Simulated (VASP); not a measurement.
The system is MgH2.

```xyz
12
Lattice="2.8980 -5.0897 0.0000 2.8980 5.0897 0.0000 0.0000 0.0000 5.4880" Properties=species:S:1:pos:R:3 pbc="T T T"
Mg    2.8980   -2.5448    1.9505
Mg    2.8980    2.5448    3.5375
Mg    0.0000    0.0000    0.0000
Mg    2.8980    0.0000    0.0000
H     1.4490    2.5448    2.7440
H     1.4490   -2.5448    2.7440
H     2.8980   -3.8172    0.9752
H     2.8980   -1.2724    0.9752
H     2.8980    3.8172    4.5128
H     2.8980    1.2724    4.5128
H     1.4490    0.0000    0.0000
H     4.3470    0.0000    0.0000
```

```yaml
Program: VASP 6.6.1
Task: relaxation of cell and atoms
Functional: PBE
Potentials_or_basis: VASP PAW PBE potentials, release 64 (Mg, H)
Cutoff: 600 eV
k_mesh: 4 × 4 × 4
Occupations: gaussian, width 0.1 eV
Spin: no spin polarisation
```

At the start: pressure 20.9 GPa; volume 13.49 Å³/atom.

Task: Where does the relaxation end?

Result: Over 14 steps the energy falls by 376.2 meV/atom and the volume is 20.65 Å³/atom (+53.1 %); space group Cmme (No. 67, to 0.05 Å).

Step by step:
```tsv
step	energy change (eV)	largest force (eV/Å)	pressure (GPa)	volume (Å³)
1	0.0000	0.5492	20.91	161.89
2	-3.8190	0.3760	5.60	206.44
3	-4.3426	0.2831	1.82	229.30
4	-4.4003	0.2337	0.63	239.25
5	-4.4020	0.2248	0.44	240.99
6	-4.4582	0.1285	0.19	243.94
7	-4.4755	0.3110	-0.03	246.97
8	-4.4961	0.2049	-0.02	248.02
9	-4.5025	0.1075	-0.01	248.97
10	-4.5075	0.0779	-0.03	249.02
11	-4.5110	0.0576	-0.07	249.08
12	-4.5129	0.0449	-0.03	248.43
13	-4.5130	0.0549	-0.02	248.31
14	-4.5142	0.0357	0.01	247.78
```

Final structure:
```cif
data_structure
_symmetry_space_group_name_H-M 'P 1'
_symmetry_Int_Tables_number 1
_cell_length_a 6.9083
_cell_length_b 6.9083
_cell_length_c 5.9892
_cell_angle_alpha 90.000
_cell_angle_beta 90.000
_cell_angle_gamma 119.900
_cell_volume 247.78
loop_
_atom_site_label
_atom_site_type_symbol
_atom_site_fract_x
_atom_site_fract_y
_atom_site_fract_z
_atom_site_occupancy
Mg1 Mg 0.75000 0.25000 0.35482 1
Mg2 Mg 0.25000 0.75000 0.64518 1
Mg3 Mg 0.00000 0.00000 0.00000 1
Mg4 Mg 0.50000 0.50000 0.00000 1
H1 H 0.00000 0.50000 0.50000 1
H2 H 0.50000 0.00000 0.50000 1
H3 H 0.87692 0.12308 0.19237 1
H4 H 0.62308 0.37692 0.19237 1
H5 H 0.12308 0.87692 0.80763 1
H6 H 0.37692 0.62308 0.80763 1
H7 H 0.25000 0.25000 0.00000 1
H8 H 0.75000 0.75000 0.00000 1
```

Caveat: the volume moved by over 15 % at a fixed basis, so the end points are rough.
